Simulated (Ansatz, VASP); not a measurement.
**Two plane-wave programs on ZnSe**

```
CELL_PARAMETERS angstrom
0.00000 2.52961 3.03456
3.03456 0.00000 3.03456
3.03456 2.52961 0.00000
ATOMIC_POSITIONS crystal
Zn 0.00000 0.00000 0.00000
Se 0.75000 0.75000 0.75000
```

Alike in both runs: task single point; functional LDA; k mesh 10 × 10 × 10; occupations gaussian, width 0.05 eV; no spin polarisation.

```csv
,VASP,Ansatz
version,VASP 6.6.1,Ansatz 0.2.0
potentials or method,"VASP PAW LDA potentials, release 64 (Zn, Se), cutoff 520 eV","scalar-relativistic, plane waves, PAW"
valence electrons in the cell,18,28
```

|  | VASP | Ansatz | Ansatz less VASP |
| --- | --- | --- | --- |
| gap on the k mesh at the Fermi level (eV) | 0.57 | 0.53 | -0.037 |
| least direct gap on the mesh (eV) | 0.57 | 0.53 | -0.037 |
| pressure (GPa) | -5.0 | -5.2 | -0.27 |
| traceless stress, the component that is largest in VASP (GPa) | 3.58 | 3.61 | +0.040 |

Ansatz warns that its potentials were made for another functional, while VASP's fit it. LDA's correlation is that of Perdew and Zunger in VASP and of Perdew and Wang (1992) in Ansatz. VASP's potentials hold 18 valence electrons a cell and Ansatz's 28, so a difference there can come from the potentials and not from the codes.
